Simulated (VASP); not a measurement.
# GaP3 (P4/mmm) in VASP: a series of runs, part 2 of 2

VASP 6.6.1. Earlier steps stand in the parts before.

### 3 Single point, PBE

This run uses another cell than the first one, of 15.39 Å³/atom.

File INCAR:

```
PREC = Accurate
ENCUT = 520
EDIFF = 1E-6
ISMEAR = 0
SIGMA = 0.1
LREAL = False
LASPH = True
NELM = 100
ALGO = Normal
ISIF = 2
LWAVE = False
LCHARG = True
GGA = PE
LELF = True
LVHAR = True
NBANDS = 22
```

File KPOINTS:

```
Automatic mesh
0
Gamma
  12 12 12
```

File POSCAR:

```
GaP3
1.0
    4.4201380651      0.0000000000      0.0000000000
    0.0000000000      4.4201380651      0.0000000000
    0.0000000000      0.0000000000      3.1502790218
Ga P
1 3
Direct
    0.0000000000      0.0000000000      0.0000000000
    0.0000000000      0.5000000000      0.5000000000
    0.5000000000      0.0000000000      0.5000000000
    0.5000000000      0.5000000000      0.0000000000
```

Potentials or basis: VASP PAW PBE potentials, release 64 (Ga_d, P).

Command:

```sh
$ cat potpaw_PBE.64/Ga_d/POTCAR potpaw_PBE.64/P/POTCAR > POTCAR
$ mpirun -np 1 vasp_std > vasp.out
```

OUTCAR:

```text
PREC = Accurate
   ENCUT = 520
   EDIFF = 1E-6
   ISMEAR = 0
   LREAL = False
   LASPH = True
   NELM = 100
   ISIF = 2
   GGA = PE

 ion  position               nearest neighbor table
   1  0.000  0.000  0.000-   2 2.71   3 2.71   2 2.71   3 2.71   2 2.71   2 2.71   3 2.71   3 2.71

   2  0.000  0.500  0.500-   1 2.71   4 2.71   1 2.71   4 2.71   1 2.71   1 2.71   4 2.71   4 2.71

   3  0.500  0.000  0.500-   1 2.71   4 2.71   1 2.71   4 2.71   4 2.71   4 2.71   1 2.71   1 2.71

   4  0.500  0.500  0.000-   2 2.71   3 2.71   2 2.71   3 2.71   3 2.71   3 2.71   2 2.71   2 2.71

  LATTYP: Found a simple tetragonal cell.
 ALAT       =     4.4201380651
 C/A-ratio  =     0.7127105478

  Lattice vectors:

 A1 = (   4.4201380651,   0.0000000000,   0.0000000000)
 A2 = (   0.0000000000,   4.4201380651,   0.0000000000)
 A3 = (   0.0000000000,   0.0000000000,   3.1502790218)

Analysis of symmetry for initial positions (statically):
=====================================================================
 Subroutine PRICEL returns:
 Original cell was already a primitive cell.

 Routine SETGRP: Setting up the symmetry group for a
 simple tetragonal supercell.

 Subroutine GETGRP returns: Found 16 space group operations
 (whereof 16 operations were pure point group operations)
 out of a pool of 16 trial point group operations.

The static configuration has the point symmetry D_4h.

Analysis of symmetry for dynamics (positions and initial velocities):
=====================================================================
 Subroutine PRICEL returns:
 Original cell was already a primitive cell.

 Routine SETGRP: Setting up the symmetry group for a
 simple tetragonal supercell.

 Subroutine GETGRP returns: Found 16 space group operations
 (whereof 16 operations were pure point group operations)
 out of a pool of 16 trial point group operations.

The dynamic configuration has the point symmetry D_4h.

 Subroutine INISYM returns: Found 16 space group operations
 (whereof 16 operations are pure point group operations),
 and found     1 'primitive' translations

----------------------------------------------------------------------------------------

                                     Primitive cell

  volume of cell :      61.5490

  direct lattice vectors                    reciprocal lattice vectors
     4.420138065  0.000000000  0.000000000     0.226237277  0.000000000  0.000000000
     0.000000000  4.420138065  0.000000000     0.000000000  0.226237277  0.000000000
     0.000000000  0.000000000  3.150279022     0.000000000  0.000000000  0.317432200

  length of vectors
     4.420138065  4.420138065  3.150279022     0.226237277  0.226237277  0.317432200

  position of ions in fractional coordinates (direct lattice)
     0.000000000  0.000000000  0.000000000
     0.000000000  0.500000000  0.500000000
     0.500000000  0.000000000  0.500000000
     0.500000000  0.500000000  0.000000000

  ion indices of the primitive-cell ions
   primitive index   ion index
                 1           1
                 2           2
                 3           3
                 4           4

[... 21 lines left out ...]
 Subroutine IBZKPT returns following result:
 ===========================================

 Found    196 irreducible k-points:

 Following reciprocal coordinates:
            Coordinates               Weight
  0.000000  0.000000  0.000000      1.000000
  0.083333  0.000000  0.000000      4.000000
  0.166667  0.000000  0.000000      4.000000
  0.250000  0.000000  0.000000      4.000000
  0.333333  0.000000  0.000000      4.000000
  0.416667  0.000000  0.000000      4.000000
[... 16 lines left out ...]
  0.333333  0.333333  0.000000      4.000000
  0.416667  0.333333  0.000000      8.000000
 [... further k-points ...]
   k-points           NKPTS =    196   k-points in BZ     NKDIM =    196   number of bands    NBANDS=     22
   number of dos      NEDOS =    301   number of ions     NIONS =      4
   total plane-waves  NPLWV =  31104
   dimension x,y,z NGX =    36 NGY =   36 NGZ =   24
   dimension x,y,z NGXF=    72 NGYF=   72 NGZF=   48
   ions per type =               1   3
   NGX,Y,Z   is equivalent  to a cutoff of  13.54, 13.54, 12.67 a.u.
   NGXF,Y,Z  is equivalent  to a cutoff of  27.08, 27.08, 25.33 a.u.
 SYSTEM =  unknown system
   PREC   = accura    normal or accurate (medium, high low for compatibility)
   ISTART =      0    job   : 0-new  1-cont  2-samecut
   ICHARG =      2    charge: 1-file 2-atom 10-const
   ISPIN  =      1    spin polarized calculation?
   LNONCOLLINEAR =      F non collinear calculations
   LSORBIT =      F    spin-orbit coupling
   LASPH  =      T    aspherical Exc in radial PAW
   ENCUT  =  520.0 eV  38.22 Ry    6.18 a.u.   8.22  8.22  5.86*2*pi/ulx,y,z
   NELM   =    100;   NELMIN=  2; NELMDL= -5     # of ELM steps
   EDIFF  = 0.1E-05   stopping-criterion for ELM
   LREAL  =      F    real-space projection
   EDIFFG = 0.1E-04   stopping-criterion for IOM
   NSW    =      0    number of steps for IOM
   IBRION =     -1    ionic relax: 0-MD 1-quasi-New 2-CG
   NFREE  =      0    steps in history (QN), initial steepest desc. (CG)
   ISIF   =      2    stress and relaxation
   ISYM   =      2    0-nonsym 1-usesym 2-fastsym
   POTIM  = 0.5000    time-step for ionic-motion
   TEBEG  =    0.0;   TEEND  =   0.0 temperature during run
   PSTRESS=    0.0 pullay stress
   NELECT =      28.0000    total number of electrons
   NUPDOWN=      -1.0000    fix difference up-down
   EMIN   =  10.00;   EMAX   =-10.00  energy-range for DOS
   EFERMI =   0.00;   METHOD = LEGACY
   ISMEAR =     0;   SIGMA  =   0.10  broadening in eV -4-tet -1-fermi 0-gaus
   EFERMI_NEDOS =   21; number of points for ismear=-14 and -15
   IALGO  =     38    algorithm
   IMIX   =      4    mixing-type and parameters
     AMIX     =   0.40;   BMIX     =  1.00
     AMIX_MAG =   1.60;   BMIX_MAG =  1.00
  volume/ion in A,a.u.               =      15.39       103.84
  Fermi-wavevector in a.u.,A,eV,Ry     =   1.259082  2.379320 21.569139  1.585287
  Thomas-Fermi vector in A             =   2.392659
   LORBIT       =      0    0 simple, 1 ext, 2 COOP (PROOUT), +10 PAW based schemes
   GGA     = PE    functional components
   LHFCALC =     F    Hartree Fock is set to
   AEXX    =    0.0000 exact exchange contribution
   IVDW    =     0    specifies the selected vdW correction
   LEPSILON=     F    determine dielectric tensor
   LRPA    =     F    only Hartree local field effects (RPA)
 non-spin polarized calculation
 Gauss-broadening in eV      SIGMA  =   0.10
  energy-cutoff  :      520.00
  volume of cell :       61.55
 maximum number of plane-waves:      1682
 NGX is ok and might be reduce to    36
   NGX = 17   NGY = 17   NGZ = 11

 number of electron      27.9999984 magnetization

 Free energy of the ion-electron system (eV)
  ---------------------------------------------------
  ext. energy  EPLUGINS =         0.00000000
  ---------------------------------------------------
  free energy    TOTEN  =       -16.96613527 eV

  energy without entropy =      -16.95899603  energy(sigma->0) =      -16.96256565

 E-fermi :   8.4866     XC(G=0): -11.4316

 val. band max:        8.4790608477   @ k =   0.1667   0.0000   0.3333
 cond. band min:       8.5051729246   @ k =   0.0833   0.0833   0.5000
 fundamental gap:      0.0261120770
 Fermi energy:         8.4866390986

 k-point     1 :       0.0000    0.0000    0.0000
  band No.  band energies     occupation
      1      -6.6141      2.00000
      2      -6.4134      2.00000
      3      -6.3869      2.00000
      4      -6.3038      2.00000
      5      -6.2864      2.00000
      6      -6.2864      2.00000
[... 589 lines left out ...]
     21      14.1485      0.00000
     22      14.8196      0.00000

 [... further k-points ...]

------------------------ aborting loop because EDIFF is reached ----------------------------------------

  FORCE on cell =-STRESS in cart. coord.  units (eV):
  Direction    XX          YY          ZZ          XY          YZ          ZX
  --------------------------------------------------------------------------------------
  -------------------------------------------------------------------------------------
  Total        0.0002065      0.0002065     -0.0013362      0.0000000      0.0000000      0.0000000
  in kB        0.0053746      0.0053746     -0.0347816      0.0000000      0.0000000      0.0000000
  external PRESSURE =      -0.0080108 kB  Pullay stress =       0.0000000 kB

 VOLUME and BASIS-vectors are now :
 -----------------------------------------------------------------------------
  energy-cutoff  :      520.00
  volume of cell :       61.55
      direct lattice vectors                 reciprocal lattice vectors
     4.420138065  0.000000000  0.000000000     0.226237277  0.000000000  0.000000000
     0.000000000  4.420138065  0.000000000     0.000000000  0.226237277  0.000000000
     0.000000000  0.000000000  3.150279022     0.000000000  0.000000000  0.317432200

 POSITION                                       TOTAL-FORCE (eV/Angst)
 -----------------------------------------------------------------------------------
      0.00000      0.00000      0.00000         0.000000      0.000000      0.000000
      0.00000      2.21007      1.57514         0.000000      0.000000      0.000000
      2.21007      0.00000      1.57514         0.000000      0.000000      0.000000
      2.21007      2.21007      0.00000         0.000000      0.000000      0.000000
 -----------------------------------------------------------------------------------
    total drift:                               -0.000000     -0.000000      0.000000

  FREE ENERGIE OF THE ION-ELECTRON SYSTEM (eV)
  ---------------------------------------------------
  free  energy   TOTEN  =       -16.9661352707 eV

  energy  without entropy=      -16.9589960266  energy(sigma->0) =      -16.96256565
```

OSZICAR:

```text
N       E                     dE             d eps       ncg     rms          rms(c)
DAV:   1     0.164992844376E+03    0.16499E+03   -0.12949E+04  9314   0.167E+03
DAV:   2     0.968297445470E-01   -0.16490E+03   -0.15602E+03  9358   0.386E+02
DAV:   3    -0.165498516756E+02   -0.16647E+02   -0.16066E+02 10634   0.888E+01
DAV:   4    -0.170352891171E+02   -0.48544E+00   -0.48273E+00 10568   0.148E+01
DAV:   5    -0.170468148402E+02   -0.11526E-01   -0.11520E-01 11062   0.229E+00    0.620E+00
DAV:   6    -0.169812817092E+02    0.65533E-01   -0.11768E-01 12054   0.622E+00    0.360E+00
DAV:   7    -0.169663885600E+02    0.14893E-01   -0.41290E-02 13628   0.210E+00    0.453E-01
DAV:   8    -0.169660770171E+02    0.31154E-03   -0.37990E-03 11638   0.789E-01    0.117E-01
DAV:   9    -0.169661288330E+02   -0.51816E-04   -0.28959E-04 11404   0.131E-01    0.638E-02
DAV:  10    -0.169661330238E+02   -0.41908E-05   -0.16656E-05 11618   0.396E-02    0.138E-02
DAV:  11    -0.169661354996E+02   -0.24757E-05   -0.16654E-06  7432   0.100E-02    0.349E-03
DAV:  12    -0.169661352707E+02    0.22892E-06   -0.27653E-07  6418   0.471E-03
   1 F= -.16966135E+02 E0= -.16962566E+02  d E =-.713924E-02
```

stdout:

```text
POSCAR found type information on POSCAR GaP
 POSCAR found :  2 types and       4 ions
 scaLAPACK will be used
 LDA part: xc-table for (Slater+PW92), standard interpolation
 POSCAR, INCAR and KPOINTS ok, starting setup
 FFT: planning ... GRIDC
 FFT: planning ... GRID_SOFT
 FFT: planning ... GRID
 WAVECAR not read
 entering main loop
```

It took 3 min on 1 thread of Intel Xeon 8259CL, shared host; peak memory 0.35 GiB.

What came out:

```yaml
Free_energy: -16.9661 eV
Pressure: 0.0 GPa
Band_gap_on_the_k_mesh: zero (bands 14 and 15 overlap by 4.94 eV)
```

### 4 Relaxation of cell and atoms, PBE

This run uses another cell than the first one, of 15.39 Å³/atom.

File INCAR:

```
PREC = Accurate
ENCUT = 600
EDIFF = 1E-7
ISMEAR = 0
SIGMA = 0.1
LREAL = F
LASPH = T
NELM = 80
ALGO = Normal
ISIF = 3
LWAVE = F
LCHARG = F
GGA = PE
IBRION = 2
NSW = 100
EDIFFG = -0.01
```

File KPOINTS:

```
regular mesh
0
Gamma
  10 10 14
```

POSCAR is that of step 3.

Command:

```sh
$ cat potpaw_PBE.64/Ga_d/POTCAR potpaw_PBE.64/P/POTCAR > POTCAR
$ mpirun -np 1 vasp_std > vasp.out
```

Wall time 8 min (1 thread of Intel Xeon 8259CL, shared host); peak memory 0.35 GiB.

The run converged. Its results:

| Item | Value |
| --- | --- |
| Free energy | -16.9650 eV |
| Relaxed volume | 15.35 Å³/atom |
| Relaxed cell | a = 4.430 Å, b = 4.430 Å, c = 3.128 Å, α = 90.00°, β = 90.00°, γ = 90.00° |
| Space group after relaxing (to 0.1 Å) | P4/mmm (No. 123) |
| Energy gained by relaxing | 0.3 meV/atom |
| Ionic steps | 4 |
| Pressure after relaxing | 0.0 GPa |
| Band gap on the k mesh | zero (bands 14 and 15 overlap by 4.98 eV) |

Step by step:
```tsv
step	energy change (eV)	largest force (eV/Å)	pressure (GPa)	volume (Å³)
1	0.0000	0.0000	-0.21	61.55
2	-0.0007	0.0000	0.02	61.37
3	-0.0009	0.0000	0.21	61.23
4	-0.0011	0.0000	-0.01	61.38
```

Final structure:
```xyz
4
Lattice="4.4298 0.0000 0.0000 0.0000 4.4298 0.0000 0.0000 0.0000 3.1279" Properties=species:S:1:pos:R:3 pbc="T T T"
Ga    0.0000    0.0000    0.0000
P     4.4298    2.2149    1.5639
P     2.2149    0.0000    1.5639
P     2.2149    2.2149    3.1279
```

Levels at points of the mesh, in eV from the Fermi level:
```
           k point  band 11  band 12  band 13  band 14  band 15  band 16  band 17  band 18
(0.00, 0.00, 0.00)    -1.86    -1.79    -1.56    -1.56     2.26     3.46     3.49     4.17
(0.50, 0.00, 0.00)    -4.42    -0.66     0.35     0.38     0.40     2.97     3.32     3.89
(0.50, 0.50, 0.00)     0.72     0.73     0.74     0.85     1.03     1.03     1.28     4.42
(0.00, 0.00, 0.50)    -3.45    -3.45    -2.90    -2.90    -2.77     1.04     1.04     2.70
(0.50, 0.00, 0.50)    -3.21    -2.72    -2.21    -2.08    -1.60    -0.94     0.73     3.52
(0.50, 0.50, 0.50)    -6.73    -6.07    -4.96     2.20     2.27     3.62     3.62     4.89
```

### 5 Overview

```csv
task,cell,k mesh,cutoff (eV),gap on the mesh (eV),pressure (GPa)
single point,"a = 4.431, b = 4.431, c = 3.127 Å, 4 atoms",10 × 10 × 14,520,none,0.0
single point,"a = 4.420, b = 4.420, c = 3.150 Å, 4 atoms",12 × 12 × 12,520,none,0.0
relaxation of cell and atoms,"relaxed from a = 4.420, b = 4.420, c = 3.150 Å, 4 atoms",10 × 10 × 14,600,none,0.0
```

Alike in all rows: level PBE; potentials or basis VASP PAW PBE potentials, release 64 (Ga_d, P); no spin polarisation; smearing gaussian 0.1 eV.

Absolute energies hang on the potentials; compare differences alone.
